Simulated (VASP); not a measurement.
# ZnO (P6_3mc) in VASP: further runs

ZnO is run at these levels: PBE; tasks: single point.

Program: VASP 6.6.1. These are calculated values, not measurements. Logs are shortened: lines on timing, memory, paths and dates and some standing lists are left out, and cuts for length are marked.

## Step 1: The cell of the first run

The structure is hexagonal, space group P6_3mc (No. 186). The conventional cell has a = 3.017 Å, b = 3.017 Å, c = 5.717 Å, α = 90.00°, β = 90.00°, γ = 120.00°. Within 2.5 Å of Zn (site symmetry 3m) lie 4 O at 1.87 to 2.17 Å. O (site symmetry 3m) has 4 Zn at 1.87 to 2.17 Å within 2.5 Å.

## Step 2: Single point, PBE (strain -0.080 along x and y, +0.080 along z)

The input, INCAR:

```
SYSTEM = ZnO
  ALGO = Normal
  EDIFF = 1E-7
  ENCUT = 520
  GGA = PE
  ISIF = 2
  ISMEAR = 0
  LASPH = .TRUE.
  LCHARG = .FALSE.
  LREAL = .FALSE.
  LWAVE = .FALSE.
  NBANDS = 26
  NELM = 80
  PREC = Accurate
  SIGMA = 0.05
```

The input, KPOINTS:

```
k-points
0
G
  12 12 6
  0 0 0
```

The input, POSCAR:

```
ZnO
1.0
    3.0171172954      0.0000000000      0.0000000000
   -1.5085586477      2.6129002241      0.0000000000
    0.0000000000      0.0000000000      5.7165808996
Zn O
2 2
Direct
    0.3333333333      0.6666666667      0.0015026881
    0.6666666667      0.3333333333      0.5015026881
    0.3333333333      0.6666666667      0.3805973119
    0.6666666667      0.3333333333      0.8805973119
```

Potentials or basis: VASP PAW PBE potentials, release 64 (Zn, O).

Command:

```
> cat potpaw_PBE.64/Zn/POTCAR potpaw_PBE.64/O/POTCAR > POTCAR
> mpirun -np 1 vasp_std > vasp.out
```

OUTCAR:

```text
SYSTEM = ZnO
   EDIFF = 1E-7
   ENCUT = 520
   GGA = PE
   ISIF = 2
   ISMEAR = 0
   LASPH = .TRUE.
   LREAL = .FALSE.
   NELM = 80
   PREC = Accurate

 ion  position               nearest neighbor table
   1  0.333  0.667  0.002-   4 1.87   4 1.87   4 1.87   3 2.17
   2  0.667  0.333  0.502-   3 1.87   3 1.87   3 1.87   4 2.17
   3  0.333  0.667  0.381-   2 1.87   2 1.87   2 1.87   1 2.17
   4  0.667  0.333  0.881-   1 1.87   1 1.87   1 1.87   2 2.17

  LATTYP: Found a hexagonal cell.
 ALAT       =     3.0171172954
 C/A-ratio  =     1.8947161611

  Lattice vectors:

 A1 = (   3.0171172954,   0.0000000000,   0.0000000000)
 A2 = (  -1.5085586477,   2.6129002241,   0.0000000000)
 A3 = (   0.0000000000,   0.0000000000,   5.7165808996)

Analysis of symmetry for initial positions (statically):
=====================================================================
 Subroutine PRICEL returns:
 Original cell was already a primitive cell.

 Routine SETGRP: Setting up the symmetry group for a
 hexagonal supercell.

 Subroutine GETGRP returns: Found 12 space group operations
 (whereof  6 operations were pure point group operations)
 out of a pool of 24 trial point group operations.

The static configuration has the point symmetry C_3v.
 The point group associated with its full space group is C_6v.

Analysis of symmetry for dynamics (positions and initial velocities):
=====================================================================
 Subroutine PRICEL returns:
 Original cell was already a primitive cell.

 Routine SETGRP: Setting up the symmetry group for a
 hexagonal supercell.

 Subroutine GETGRP returns: Found 12 space group operations
 (whereof  6 operations were pure point group operations)
 out of a pool of 24 trial point group operations.

The dynamic configuration has the point symmetry C_3v.
 The point group associated with its full space group is C_6v.

 Subroutine INISYM returns: Found 12 space group operations
 (whereof  6 operations are pure point group operations),
 and found     1 'primitive' translations

----------------------------------------------------------------------------------------

                                     Primitive cell

  volume of cell :      45.0662

  direct lattice vectors                    reciprocal lattice vectors
     3.017117295  0.000000000  0.000000000     0.331442202  0.191358245  0.000000000
    -1.508558648  2.612900224  0.000000000     0.000000000  0.382716489  0.000000000
     0.000000000  0.000000000  5.716580900     0.000000000  0.000000000  0.174929738

  length of vectors
     3.017117295  3.017117295  5.716580900     0.382716489  0.382716489  0.174929738

  position of ions in fractional coordinates (direct lattice)
     0.333333333  0.666666667  0.001502688
     0.666666667  0.333333333  0.501502688
     0.333333333  0.666666667  0.380597312
     0.666666667  0.333333333  0.880597312

  ion indices of the primitive-cell ions
   primitive index   ion index
                 1           1
                 2           2
                 3           3
                 4           4

----------------------------------------------------------------------------------------

 KPOINTS: k-points

Automatic generation of k-mesh.
 Grid dimensions read from file:
 generate k-points for:   12   12    6

 Generating k-lattice:

  Cartesian coordinates                     Fractional coordinates (reciprocal lattice)
     0.027620183  0.015946520  0.000000000     0.083333333  0.000000000  0.000000000
     0.000000000  0.031893041  0.000000000     0.000000000  0.083333333  0.000000000
     0.000000000  0.000000000  0.029154956     0.000000000  0.000000000  0.166666667

  Length of vectors
     0.031893041  0.031893041  0.029154956

  Shift w.r.t. Gamma in fractional coordinates (k-lattice)
     0.000000000  0.000000000  0.000000000

 Subroutine IBZKPT returns following result:
 ===========================================

 Found     76 irreducible k-points:

 Following reciprocal coordinates:
            Coordinates               Weight
  0.000000  0.000000  0.000000      1.000000
  0.083333  0.000000  0.000000      6.000000
  0.166667 -0.000000  0.000000      6.000000
  0.250000  0.000000  0.000000      6.000000
  0.333333  0.000000  0.000000      6.000000
  0.416667  0.000000  0.000000      6.000000
[... 16 lines left out ...]
  0.250000  0.000000  0.166667     12.000000
  0.333333  0.000000  0.166667     12.000000
 [... further k-points ...]
   k-points           NKPTS =     76   k-points in BZ     NKDIM =     76   number of bands    NBANDS=     26
   number of dos      NEDOS =    301   number of ions     NIONS =      4
   total plane-waves  NPLWV =  27648
   dimension x,y,z NGX =    24 NGY =   24 NGZ =   48
   dimension x,y,z NGXF=    48 NGYF=   48 NGZF=   96
   ions per type =               2   2
   NGX,Y,Z   is equivalent  to a cutoff of  13.22, 13.22, 13.96 a.u.
   NGXF,Y,Z  is equivalent  to a cutoff of  26.45, 26.45, 27.92 a.u.
 SYSTEM =  ZnO
   PREC   = accura    normal or accurate (medium, high low for compatibility)
   ISTART =      0    job   : 0-new  1-cont  2-samecut
   ICHARG =      2    charge: 1-file 2-atom 10-const
   ISPIN  =      1    spin polarized calculation?
   LNONCOLLINEAR =      F non collinear calculations
   LSORBIT =      F    spin-orbit coupling
   LASPH  =      T    aspherical Exc in radial PAW
   ENCUT  =  520.0 eV  38.22 Ry    6.18 a.u.   5.61  5.61 10.63*2*pi/ulx,y,z
   NELM   =     80;   NELMIN=  2; NELMDL= -5     # of ELM steps
   EDIFF  = 0.1E-06   stopping-criterion for ELM
   LREAL  =      F    real-space projection
   EDIFFG = 0.1E-05   stopping-criterion for IOM
   NSW    =      0    number of steps for IOM
   IBRION =     -1    ionic relax: 0-MD 1-quasi-New 2-CG
   NFREE  =      0    steps in history (QN), initial steepest desc. (CG)
   ISIF   =      2    stress and relaxation
   ISYM   =      2    0-nonsym 1-usesym 2-fastsym
   POTIM  = 0.5000    time-step for ionic-motion
   TEBEG  =    0.0;   TEEND  =   0.0 temperature during run
   PSTRESS=    0.0 pullay stress
   NELECT =      36.0000    total number of electrons
   NUPDOWN=      -1.0000    fix difference up-down
   EMIN   =  10.00;   EMAX   =-10.00  energy-range for DOS
   EFERMI =   0.00;   METHOD = LEGACY
   ISMEAR =     0;   SIGMA  =   0.05  broadening in eV -4-tet -1-fermi 0-gaus
   EFERMI_NEDOS =   21; number of points for ismear=-14 and -15
   IALGO  =     38    algorithm
   IMIX   =      4    mixing-type and parameters
     AMIX     =   0.40;   BMIX     =  1.00
     AMIX_MAG =   1.60;   BMIX_MAG =  1.00
  volume/ion in A,a.u.               =      11.27        76.03
  Fermi-wavevector in a.u.,A,eV,Ry     =   1.519003  2.870499 31.393663  2.307369
  Thomas-Fermi vector in A             =   2.628047
   LORBIT       =      0    0 simple, 1 ext, 2 COOP (PROOUT), +10 PAW based schemes
   GGA     = PE    functional components
   LHFCALC =     F    Hartree Fock is set to
   AEXX    =    0.0000 exact exchange contribution
   IVDW    =     0    specifies the selected vdW correction
   LEPSILON=     F    determine dielectric tensor
   LRPA    =     F    only Hartree local field effects (RPA)
 non-spin polarized calculation
 Gauss-broadening in eV      SIGMA  =   0.05
  energy-cutoff  :      520.00
  volume of cell :       45.07
 maximum number of plane-waves:      1239
 NGX is ok and might be reduce to    24
   NGX = 11   NGY = 11   NGZ = 21

 number of electron      36.0000004 magnetization

 Free energy of the ion-electron system (eV)
  ---------------------------------------------------
  ext. energy  EPLUGINS =         0.00000000
  ---------------------------------------------------
  free energy    TOTEN  =       -17.03306836 eV

  energy without entropy =      -17.03306836  energy(sigma->0) =      -17.03306836

 E-fermi :   2.1483     XC(G=0): -11.2019

 val. band max:        1.9417059462   @ k =   0.0000   0.0000   0.0000
 cond. band min:       2.3402089532   @ k =   0.0000   0.0000   0.0000
 fundamental gap:      0.3985030069
 Fermi energy:         2.1482534989

 k-point     1 :       0.0000    0.0000    0.0000
  band No.  band energies     occupation
      1     -16.9248      2.00000
      2     -16.3878      2.00000
      3      -4.7471      2.00000
      4      -4.4211      2.00000
      5      -4.4211      2.00000
      6      -4.3543      2.00000
[... 18 lines left out ...]
     25      17.6031      0.00000
     26      17.6031      0.00000

 k-point     2 :       0.0833    0.0000    0.0000
  band No.  band energies     occupation
      1     -16.8737      2.00000
      2     -16.3528      2.00000
      3      -4.6730      2.00000
      4      -4.4734      2.00000
      5      -4.3907      2.00000
      6      -4.3292      2.00000
[... 18 lines left out ...]
     25      16.8529      0.00000
     26      17.6660      0.00000

 k-point     3 :       0.1667   -0.0000    0.0000
  band No.  band energies     occupation
      1     -16.7307      2.00000
      2     -16.2573      2.00000
      3      -4.6669      2.00000
      4      -4.3916      2.00000
      5      -4.3707      2.00000
      6      -4.3098      2.00000
[... 18 lines left out ...]
     25      16.6477      0.00000
     26      17.0425      0.00000

 k-point     4 :       0.2500    0.0000    0.0000
  band No.  band energies     occupation
      1     -16.5249      2.00000
      2     -16.1274      2.00000
      3      -4.8116      2.00000
      4      -4.4478      2.00000
      5      -4.2081      2.00000
      6      -4.0415      2.00000
[... 18 lines left out ...]
     25      15.8768      0.00000
     26      16.5679      0.00000
[... 496 lines left out ...]
      1     -16.7004      2.00000
      2     -16.2906      2.00000
      3      -4.6802      2.00000
      4      -4.5170      2.00000
      5      -4.3007      2.00000
      6      -4.2807      2.00000
[... 18 lines left out ...]
     25      16.6700      0.00000
     26      17.4360      0.00000

 k-point    23 :       0.2500    0.0000    0.1667
  band No.  band energies     occupation
      1     -16.4992      2.00000
      2     -16.1549      2.00000
      3      -4.8177      2.00000
      4      -4.5329      2.00000
      5      -4.1958      2.00000
      6      -4.0376      2.00000
[... 18 lines left out ...]
     25      16.5994      0.00000
     26      16.6061      0.00000

 k-point    24 :       0.3333    0.0000    0.1667
  band No.  band energies     occupation
      1     -16.2836      2.00000
      2     -16.0219      2.00000
      3      -4.8955      2.00000
      4      -4.5915      2.00000
      5      -4.1061      2.00000
      6      -3.8659      2.00000
[... 18 lines left out ...]
     25      16.2641      0.00000
     26      16.3695      0.00000

 [... further k-points ...]

------------------------ aborting loop because EDIFF is reached ----------------------------------------

  FORCE on cell =-STRESS in cart. coord.  units (eV):
  Direction    XX          YY          ZZ          XY          YZ          ZX
  --------------------------------------------------------------------------------------
  -------------------------------------------------------------------------------------
  Total        9.5901604      9.5901604     -1.3264647      0.0000000      0.0000000      0.0000000
  in kB      340.9455927    340.9455927    -47.1579474      0.0000000      0.0000000      0.0000000
  external PRESSURE =     211.5777460 kB  Pullay stress =       0.0000000 kB

 VOLUME and BASIS-vectors are now :
 -----------------------------------------------------------------------------
  energy-cutoff  :      520.00
  volume of cell :       45.07
      direct lattice vectors                 reciprocal lattice vectors
     3.017117295  0.000000000  0.000000000     0.331442202  0.191358245  0.000000000
    -1.508558648  2.612900224  0.000000000     0.000000000  0.382716489  0.000000000
     0.000000000  0.000000000  5.716580900     0.000000000  0.000000000  0.174929738

 POSITION                                       TOTAL-FORCE (eV/Angst)
 -----------------------------------------------------------------------------------
     -0.00000      1.74193      0.00859         0.000000      0.000000      1.371768
      1.50856      0.87097      2.86688        -0.000000     -0.000000      1.371768
     -0.00000      1.74193      2.17572         0.000000      0.000000     -1.371768
      1.50856      0.87097      5.03401        -0.000000     -0.000000     -1.371768
 -----------------------------------------------------------------------------------
    total drift:                               -0.000000      0.000000      0.000804

  FREE ENERGIE OF THE ION-ELECTRON SYSTEM (eV)
  ---------------------------------------------------
  free  energy   TOTEN  =       -17.0330683566 eV

  energy  without entropy=      -17.0330683566  energy(sigma->0) =      -17.03306836
```

Run time: 1.8 min. Hardware: 1 thread of Intel Xeon 8259CL, shared host; peak memory 0.22 GiB.

Results:

* Free energy: -17.0331 eV
* Pressure: 21.2 GPa
* Largest force: 1.372 eV/Å
* Band gap on the k mesh: 0.40 eV

Forces in eV/Å, atoms in the order of the input:
```
Zn   0.000  0.000  1.372
Zn   0.000  0.000  1.372
O    0.000  0.000 -1.372
O    0.000  0.000 -1.372
```

Stress tensor (GPa, compression positive):
```
34.09  0.00  0.00
 0.00 34.09  0.00
 0.00  0.00 -4.72
```

Levels at points of the mesh, in eV from the valence-band top:
| k point | band 14 | band 15 | band 16 | band 17 | band 18 | band 19 | band 20 | band 21 | band 22 | band 23 |
| --- | --- | --- | --- | --- | --- | --- | --- | --- | --- | --- |
| (0.00, 0.00, 0.00) | -0.71 | -0.50 | -0.50 | 0.00 | 0.00 | 0.40 | 5.60 | 6.96 | 11.57 | 14.66 |
| (0.50, 0.00, 0.00) | -4.19 | -3.04 | -2.04 | -1.76 | -1.12 | 5.80 | 6.52 | 6.82 | 8.78 | 10.17 |
| (0.00, 0.00, 0.50) | -2.95 | -0.25 | -0.25 | -0.25 | -0.25 | 3.11 | 3.11 | 9.17 | 9.17 | 14.95 |
| (0.50, 0.00, 0.50) | -4.30 | -2.08 | -2.08 | -1.57 | -1.57 | 5.28 | 5.28 | 8.50 | 8.50 | 11.29 |

Caveat: the cell differs from its parent crystal (strain -0.080 along x and y, +0.080 along z); the cell stands under pressure; forces of over 1 eV/Å act on the atoms, so gaps and moduli don't describe the material at rest.

## Step 3: Single point, PBE (strain +0.000 along x and y, -0.080 along z)

The input, INCAR:

```
PREC     = Accurate       # precision mode
ENCUT    = 520            # plane-wave cutoff, eV
EDIFF    = 1E-6           # SCF threshold, eV
ISMEAR   = 0              # smearing method
SIGMA    = 0.05           # smearing width, eV
LREAL    = False          # projectors in reciprocal space
LASPH    = True           # aspherical terms in the spheres
NELM     = 80             # most SCF steps
ALGO     = Normal         # electronic algorithm
ISIF     = 2              # what is computed and relaxed
LWAVE    = False          # write WAVECAR
LCHARG   = False          # write CHGCAR
GGA      = PE             # functional
NBANDS   = 26             # bands
```

The input, KPOINTS:

```
Automatic mesh
0
Gamma
  12 12 6
```

The input, POSCAR:

```
ZnO
1.0
    3.2794753211      0.0000000000      0.0000000000
   -1.6397376605      2.8401089392      0.0000000000
    0.0000000000      0.0000000000      4.8696800256
Zn O
2 2
Direct
    0.3333333333      0.6666666667      0.0015026881
    0.6666666667      0.3333333333      0.5015026881
    0.3333333333      0.6666666667      0.3805973119
    0.6666666667      0.3333333333      0.8805973119
```

Potentials or basis: VASP PAW PBE potentials, release 64 (Zn, O).

Command:

```
> cat potpaw_PBE.64/Zn/POTCAR potpaw_PBE.64/O/POTCAR > POTCAR
> mpirun -np 1 vasp_std > vasp.out
```

OUTCAR:

```text
PREC = Accurate
   ENCUT = 520
   EDIFF = 1E-6
   ISMEAR = 0
   LREAL = False
   LASPH = True
   NELM = 80
   ISIF = 2
   GGA = PE

 ion  position               nearest neighbor table
   1  0.333  0.667  0.002-   3 1.85   4 1.98   4 1.98   4 1.98
   2  0.667  0.333  0.502-   4 1.85   3 1.98   3 1.98   3 1.98
   3  0.333  0.667  0.381-   1 1.85   2 1.98   2 1.98   2 1.98
   4  0.667  0.333  0.881-   2 1.85   1 1.98   1 1.98   1 1.98

  LATTYP: Found a hexagonal cell.
[... 896 lines left out ...]
  FORCE on cell =-STRESS in cart. coord.  units (eV):
  Direction    XX          YY          ZZ          XY          YZ          ZX
  --------------------------------------------------------------------------------------
  -------------------------------------------------------------------------------------
  Total        2.1044589      2.1044589      9.3838492      0.0000000      0.0000000      0.0000000
  in kB       74.3380620     74.3380620    331.4757873      0.0000000      0.0000000      0.0000000
  external PRESSURE =     160.0506371 kB  Pullay stress =       0.0000000 kB

 VOLUME and BASIS-vectors are now :
 -----------------------------------------------------------------------------
  energy-cutoff  :      520.00
  volume of cell :       45.36
      direct lattice vectors                 reciprocal lattice vectors
     3.279475321  0.000000000  0.000000000     0.304926826  0.176049585  0.000000000
    -1.639737661  2.840108939  0.000000000     0.000000000  0.352099170  0.000000000
     0.000000000  0.000000000  4.869680026     0.000000000  0.000000000  0.205352301

 POSITION                                       TOTAL-FORCE (eV/Angst)
 -----------------------------------------------------------------------------------
     -0.00000      1.89341      0.00732        -0.000000      0.000000     -1.331210
      1.63974      0.94670      2.44216         0.000000     -0.000000     -1.331210
     -0.00000      1.89341      1.85339         0.000000      0.000000      1.331210
      1.63974      0.94670      4.28823        -0.000000      0.000000      1.331210
 -----------------------------------------------------------------------------------
    total drift:                               -0.000000      0.000000      0.000346

  FREE ENERGIE OF THE ION-ELECTRON SYSTEM (eV)
  ---------------------------------------------------
  free  energy   TOTEN  =       -17.4872727324 eV

  energy  without entropy=      -17.4872727324  energy(sigma->0) =      -17.48727273
```

OSZICAR:

```text
N       E                     dE             d eps       ncg     rms          rms(c)
DAV:   1     0.299421315607E+03    0.29942E+03   -0.18220E+04  4058   0.204E+03
DAV:   2     0.111716316882E+02   -0.28825E+03   -0.26976E+03  4130   0.414E+02
DAV:   3    -0.201867407422E+02   -0.31358E+02   -0.30962E+02  4368   0.140E+02
DAV:   4    -0.207845353068E+02   -0.59779E+00   -0.59655E+00  4328   0.196E+01
DAV:   5    -0.207875424458E+02   -0.30071E-02   -0.30070E-02  4274   0.144E+00    0.162E+01
DAV:   6    -0.173025473291E+02    0.34850E+01   -0.64080E+00  6174   0.607E+01    0.101E+01
DAV:   7    -0.175250678565E+02   -0.22252E+00   -0.30240E+00  4018   0.169E+01    0.594E+00
DAV:   8    -0.175362947970E+02   -0.11227E-01   -0.47638E-01  5836   0.774E+00    0.164E+00
DAV:   9    -0.174843100528E+02    0.51985E-01   -0.10553E-01  5806   0.662E+00    0.286E-01
DAV:  10    -0.174871961970E+02   -0.28861E-02   -0.37981E-02  3992   0.134E+00    0.141E-01
DAV:  11    -0.174872245079E+02   -0.28311E-04   -0.51810E-04  4260   0.211E-01    0.377E-02
DAV:  12    -0.174872753269E+02   -0.50819E-04   -0.62053E-05  4144   0.696E-02    0.255E-02
DAV:  13    -0.174872751591E+02    0.16787E-06   -0.11232E-05  4166   0.262E-02    0.115E-02
DAV:  14    -0.174872729532E+02    0.22059E-05   -0.39716E-06  4528   0.220E-02    0.203E-03
DAV:  15    -0.174872727324E+02    0.22081E-06   -0.11764E-06  2164   0.109E-02
   1 F= -.17487273E+02 E0= -.17487273E+02  d E =-.952652E-16
```

It took 80 s on 1 thread of Intel Xeon 8259CL, shared host; peak memory 0.2 GiB.

What came out:

* Free energy: -17.4873 eV
* Pressure: 16.0 GPa
* Largest force: 1.331 eV/Å
* Band gap on the k mesh: 0.88 eV

Forces in eV/Å, atoms in the order of the input:
```
Zn   0.000  0.000 -1.331
Zn   0.000  0.000 -1.331
O    0.000  0.000  1.331
O    0.000  0.000  1.331
```

Caveat: the cell differs from its parent crystal (strain +0.000 along x and y, -0.080 along z); the cell stands under pressure; forces of over 1 eV/Å act on the atoms, so gaps and moduli don't describe the material at rest.

[end of part 1 of 2]
